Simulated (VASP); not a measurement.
# Te (R-3m) in VASP: a series of runs, part 2 of 2

VASP 6.6.1. Earlier steps stand in the parts before.

## 4. Single point, PBEsol (volume 32.840 Å^3 an atom, c/a of the conventional cell 1.2492)

File INCAR:

```
ALGO     = Normal         # electronic algorithm
EDIFF    = 1E-6           # SCF threshold, eV
ENCUT    = 520            # plane-wave cutoff, eV
GGA      = PS             # functional
ISIF     = 2              # what is computed and relaxed
ISMEAR   = 0              # smearing method
LASPH    = True           # aspherical terms in the spheres
LCHARG   = False          # write CHGCAR
LREAL    = False          # projectors in reciprocal space
LWAVE    = False          # write WAVECAR
NBANDS   = 9              # bands
NELM     = 100            # most SCF steps
PREC     = Accurate       # precision mode
SIGMA    = 0.15           # smearing width, eV
```

File KPOINTS:

```
k-points
0
Gamma
  15 15 15
```

File POSCAR:

```
Te
1.0
    2.2495238549      1.2987632032      1.8734034664
   -2.2495238549      1.2987632032      1.8734034664
    0.0000000000     -2.5975264063      1.8734034664
Te
1
Direct
    0.5000000000      0.5000000000      0.5000000000
```

Potentials or basis: VASP PAW PBE potentials, release 64 (Te).

On the command line:

```console
$ cat potpaw_PBE.64/Te/POTCAR > POTCAR
$ mpirun -np 1 vasp_std > vasp.out
```

OUTCAR:

```text
EDIFF = 1E-6
   ENCUT = 520
   GGA = PS
   ISIF = 2
   ISMEAR = 0
   LASPH = True
   LREAL = False
   NELM = 100
   PREC = Accurate

 ion  position               nearest neighbor table
   1  0.500  0.500  0.500-

  LATTYP: Found a trigonal (rhomboedric) cell.
 ALAT       =     3.2026214231
 COS(alpha) =     0.0132662277

  Lattice vectors:

 A1 = (   2.2495238549,   1.2987632032,   1.8734034664)
 A2 = (  -2.2495238549,   1.2987632032,   1.8734034664)
 A3 = (   0.0000000000,  -2.5975264063,   1.8734034664)

Analysis of symmetry for initial positions (statically):
=====================================================================
 Subroutine PRICEL returns:
 Original cell was already a primitive cell.

 Routine SETGRP: Setting up the symmetry group for a
 trigonal (rhombohedral) supercell.

 Subroutine GETGRP returns: Found 12 space group operations
 (whereof 12 operations were pure point group operations)
 out of a pool of 12 trial point group operations.

The static configuration has the point symmetry D_3d.

Analysis of symmetry for dynamics (positions and initial velocities):
=====================================================================
 Subroutine PRICEL returns:
 Original cell was already a primitive cell.

 Routine SETGRP: Setting up the symmetry group for a
 trigonal (rhombohedral) supercell.

 Subroutine GETGRP returns: Found 12 space group operations
 (whereof 12 operations were pure point group operations)
 out of a pool of 12 trial point group operations.

The dynamic configuration has the point symmetry D_3d.

 Subroutine INISYM returns: Found 12 space group operations
 (whereof 12 operations are pure point group operations),
 and found     1 'primitive' translations

----------------------------------------------------------------------------------------

                                     Primitive cell

  volume of cell :      32.8400

  direct lattice vectors                    reciprocal lattice vectors
     2.249523855  1.298763203  1.873403466     0.222269259  0.128327216  0.177929282
    -2.249523855  1.298763203  1.873403466    -0.222269259  0.128327216  0.177929282
     0.000000000 -2.597526406  1.873403466     0.000000000 -0.256654433  0.177929282

  length of vectors
     3.202621423  3.202621423  3.202621423     0.312298459  0.312298459  0.312298459

  position of ions in fractional coordinates (direct lattice)
     0.500000000  0.500000000  0.500000000

  ion indices of the primitive-cell ions
   primitive index   ion index
                 1           1

----------------------------------------------------------------------------------------

 KPOINTS: k-points

Automatic generation of k-mesh.
 Grid dimensions read from file:
 generate k-points for:   15   15   15

 Generating k-lattice:

  Cartesian coordinates                     Fractional coordinates (reciprocal lattice)
     0.014817951  0.008555148  0.011861952     0.066666667  0.000000000  0.000000000
    -0.014817951  0.008555148  0.011861952     0.000000000  0.066666667  0.000000000
     0.000000000 -0.017110296  0.011861952    -0.000000000 -0.000000000  0.066666667

  Length of vectors
     0.020819897  0.020819897  0.020819897

  Shift w.r.t. Gamma in fractional coordinates (k-lattice)
     0.000000000  0.000000000  0.000000000

 Subroutine IBZKPT returns following result:
 ===========================================

 Found    344 irreducible k-points:

 Following reciprocal coordinates:
            Coordinates               Weight
  0.000000  0.000000  0.000000      1.000000
  0.066667 -0.000000  0.000000      6.000000
  0.133333 -0.000000  0.000000      6.000000
  0.200000 -0.000000 -0.000000      6.000000
  0.266667 -0.000000  0.000000      6.000000
  0.333333 -0.000000 -0.000000      6.000000
[... 16 lines left out ...]
  0.133333  0.133333  0.000000      6.000000
  0.200000  0.133333 -0.000000     12.000000
 [... further k-points ...]
   k-points           NKPTS =    344   k-points in BZ     NKDIM =    344   number of bands    NBANDS=      9
   number of dos      NEDOS =    301   number of ions     NIONS =      1
   total plane-waves  NPLWV =  13824
   dimension x,y,z NGX =    24 NGY =   24 NGZ =   24
   dimension x,y,z NGXF=    48 NGYF=   48 NGZF=   48
   ions per type =               1
   NGX,Y,Z   is equivalent  to a cutoff of  12.46, 12.46, 12.46 a.u.
   NGXF,Y,Z  is equivalent  to a cutoff of  24.92, 24.92, 24.92 a.u.
 SYSTEM =  unknown system
   PREC   = accura    normal or accurate (medium, high low for compatibility)
   ISTART =      0    job   : 0-new  1-cont  2-samecut
   ICHARG =      2    charge: 1-file 2-atom 10-const
   ISPIN  =      1    spin polarized calculation?
   LNONCOLLINEAR =      F non collinear calculations
   LSORBIT =      F    spin-orbit coupling
   LASPH  =      T    aspherical Exc in radial PAW
   ENCUT  =  520.0 eV  38.22 Ry    6.18 a.u.   5.95  5.95  5.95*2*pi/ulx,y,z
   NELM   =    100;   NELMIN=  2; NELMDL= -5     # of ELM steps
   EDIFF  = 0.1E-05   stopping-criterion for ELM
   LREAL  =      F    real-space projection
   EDIFFG = 0.1E-04   stopping-criterion for IOM
   NSW    =      0    number of steps for IOM
   IBRION =     -1    ionic relax: 0-MD 1-quasi-New 2-CG
   NFREE  =      0    steps in history (QN), initial steepest desc. (CG)
   ISIF   =      2    stress and relaxation
   ISYM   =      2    0-nonsym 1-usesym 2-fastsym
   POTIM  = 0.5000    time-step for ionic-motion
   TEBEG  =    0.0;   TEEND  =   0.0 temperature during run
   PSTRESS=    0.0 pullay stress
   NELECT =       6.0000    total number of electrons
   NUPDOWN=      -1.0000    fix difference up-down
   EMIN   =  10.00;   EMAX   =-10.00  energy-range for DOS
   EFERMI =   0.00;   METHOD = LEGACY
   ISMEAR =     0;   SIGMA  =   0.15  broadening in eV -4-tet -1-fermi 0-gaus
   EFERMI_NEDOS =   21; number of points for ismear=-14 and -15
   IALGO  =     38    algorithm
   IMIX   =      4    mixing-type and parameters
     AMIX     =   0.40;   BMIX     =  1.00
     AMIX_MAG =   1.60;   BMIX_MAG =  1.00
  volume/ion in A,a.u.               =      32.84       221.62
  Fermi-wavevector in a.u.,A,eV,Ry     =   0.928947  1.755455 11.741042  0.862942
  Thomas-Fermi vector in A             =   2.055177
   LORBIT       =      0    0 simple, 1 ext, 2 COOP (PROOUT), +10 PAW based schemes
   GGA     = PS    functional components
   LHFCALC =     F    Hartree Fock is set to
   AEXX    =    0.0000 exact exchange contribution
   IVDW    =     0    specifies the selected vdW correction
   LEPSILON=     F    determine dielectric tensor
   LRPA    =     F    only Hartree local field effects (RPA)
 non-spin polarized calculation
 Gauss-broadening in eV      SIGMA  =   0.15
  energy-cutoff  :      520.00
  volume of cell :       32.84
 maximum number of plane-waves:       913
   NGX = 11   NGY = 11   NGZ = 11

 number of electron       6.0000001 magnetization

 Free energy of the ion-electron system (eV)
  ---------------------------------------------------
  ext. energy  EPLUGINS =         0.00000000
  ---------------------------------------------------
  free energy    TOTEN  =        -3.49978631 eV

  energy without entropy =       -3.49396519  energy(sigma->0) =       -3.49687575

 E-fermi :   6.2237     XC(G=0):  -9.4141

 val. band max:        6.2079974731   @ k =  -0.2667   0.4000   0.2000
 cond. band min:       6.2264500713   @ k =  -0.4000   0.2667   0.2000
 fundamental gap:      0.0184525982
 Fermi energy:         6.2236969728

 k-point     1 :       0.0000    0.0000    0.0000
  band No.  band energies     occupation
      1      -7.3455      2.00000
      2       7.3944      0.00000
      3       7.3944      0.00000
      4       7.4791      0.00000
      5      12.2909      0.00000
      6      12.2909      0.00000
      7      12.5413      0.00000
      8      23.6295      0.00000
      9      23.6432      0.00000

 k-point     2 :       0.0667   -0.0000    0.0000
  band No.  band energies     occupation
      1      -7.2935      2.00000
      2       6.8024      0.00000
      3       7.4411      0.00000
      4       7.4995      0.00000
      5      12.3398      0.00000
      6      12.4934      0.00000
      7      13.1188      0.00000
      8      22.5038      0.00000
      9      22.5513      0.00000
[... 253 lines left out ...]
 k-point    24 :       0.2000    0.1333   -0.0000
  band No.  band energies     occupation
      1      -6.6938      2.00000
      2       4.3524      2.00000
      3       5.9865      1.97468
      4       7.9954      0.00000
      5      13.0306      0.00000
      6      14.8748      0.00000
      7      16.2866      0.00000
      8      17.8792      0.00000
      9      20.1227      0.00000

 [... further k-points ...]

------------------------ aborting loop because EDIFF is reached ----------------------------------------

  FORCE on cell =-STRESS in cart. coord.  units (eV):
  Direction    XX          YY          ZZ          XY          YZ          ZX
  --------------------------------------------------------------------------------------
  -------------------------------------------------------------------------------------
  Total       -0.5326387     -0.5326387     -0.5576764      0.0000000     -0.0000000      0.0000000
  in kB      -25.9860411    -25.9860411    -27.2075651      0.0000000     -0.0000000      0.0000000
  external PRESSURE =     -26.3932158 kB  Pullay stress =       0.0000000 kB

 VOLUME and BASIS-vectors are now :
 -----------------------------------------------------------------------------
  energy-cutoff  :      520.00
  volume of cell :       32.84
      direct lattice vectors                 reciprocal lattice vectors
     2.249523855  1.298763203  1.873403466     0.222269259  0.128327216  0.177929282
    -2.249523855  1.298763203  1.873403466    -0.222269259  0.128327216  0.177929282
     0.000000000 -2.597526406  1.873403466     0.000000000 -0.256654433  0.177929282

 POSITION                                       TOTAL-FORCE (eV/Angst)
 -----------------------------------------------------------------------------------
      0.00000      0.00000      2.81011         0.000000     -0.000000      0.000000
 -----------------------------------------------------------------------------------
    total drift:                                0.000000      0.000000     -0.000000

  FREE ENERGIE OF THE ION-ELECTRON SYSTEM (eV)
  ---------------------------------------------------
  free  energy   TOTEN  =        -3.4997863061 eV

  energy  without entropy=       -3.4939651912  energy(sigma->0) =       -3.49687575
```

Wall time 16 s (1 thread of Intel Xeon 6975P-C (Granite Rapids), shared host); peak memory 0.21 GiB.

What came out:

- Free energy: -3.4998 eV
- Pressure: -2.6 GPa
- Band gap on the k mesh: zero (band 3 reaches 8.72 eV, above the bottom of band 4 at 3.38 eV)

Caveat: the PAW data sets were made with another functional, which shifts forces and pressure a little; spin-orbit coupling is left out, which moves the levels of the heavy elements.

## 5. Single point, PBEsol (volume 33.671 Å^3 an atom, c/a of the conventional cell 1.2831)

File INCAR:

```
SYSTEM = Te
  PREC = Accurate
  ENCUT = 520
  EDIFF = 1E-6
  ISMEAR = 0
  SIGMA = 0.15
  LREAL = .FALSE.
  LASPH = .TRUE.
  NELM = 100
  ALGO = Normal
  ISIF = 2
  LWAVE = .FALSE.
  LCHARG = .TRUE.
  GGA = PS
  LELF = .TRUE.
  LVHAR = .TRUE.
  NBANDS = 9
```

File KPOINTS:

```
regular mesh
0
G
  15 15 15
  0 0 0
```

File POSCAR:

```
Te
1.0
    2.2481850142      1.2979902232      1.9230974612
   -2.2481850142      1.2979902232      1.9230974612
    0.0000000000     -2.5959804463      1.9230974612
Te
1
Direct
    0.5000000000      0.5000000000      0.5000000000
```

On the command line:

```console
$ cat potpaw_PBE.64/Te/POTCAR > POTCAR
$ mpirun -np 1 vasp_std > vasp.out
```

Wall time 18 s (1 thread of Intel Xeon 6975P-C (Granite Rapids), shared host); peak memory 0.22 GiB.

The run converged. Its results:

| Item | Value |
| --- | --- |
| Free energy | -3.4821 eV |
| Pressure | -3.8 GPa |
| Band gap on the k mesh | zero (band 3 reaches 8.27 eV, above the bottom of band 4 at 3.23 eV) |

Stress tensor (GPa, compression positive):
```
-3.61  0.00  0.00
 0.00 -3.61  0.00
 0.00  0.00 -4.09
```

Levels at points of the mesh, in eV from the Fermi level:
```
           k point  band 1  band 2  band 3  band 4  band 5  band 6  band 7
(0.00, 0.00, 0.00)  -13.37    1.12    1.12    1.32    6.12    6.12    6.23
```

Caveat: the PAW data sets were made with another functional, which shifts forces and pressure a little; spin-orbit coupling is left out, which moves the levels of the heavy elements.

## 6. Summary

```csv
cell,gap on the mesh (eV),pressure (GPa)
"a = 3.202 Å, angles 90.3°, 1 atom",none,-2.6
"a = 3.203 Å, angles 91.3°, 1 atom",none,-2.7
"a = 3.203 Å, angles 89.2°, 1 atom",none,-2.6
"a = 3.231 Å, angles 88.2°, 1 atom",none,-3.8
```

Alike in all rows: task single point; level PBEsol; potentials or basis VASP PAW PBE potentials, release 64 (Te); no spin polarisation; k mesh 15 × 15 × 15; cutoff (eV) 520; smearing gaussian 0.15 eV.

Caveats: the PAW data sets were made with another functional, which shifts forces and pressure a little; spin-orbit coupling is left out, which moves the levels of the heavy elements.

Total energies depend on the potentials used, so only differences within one code and one set of settings carry meaning.
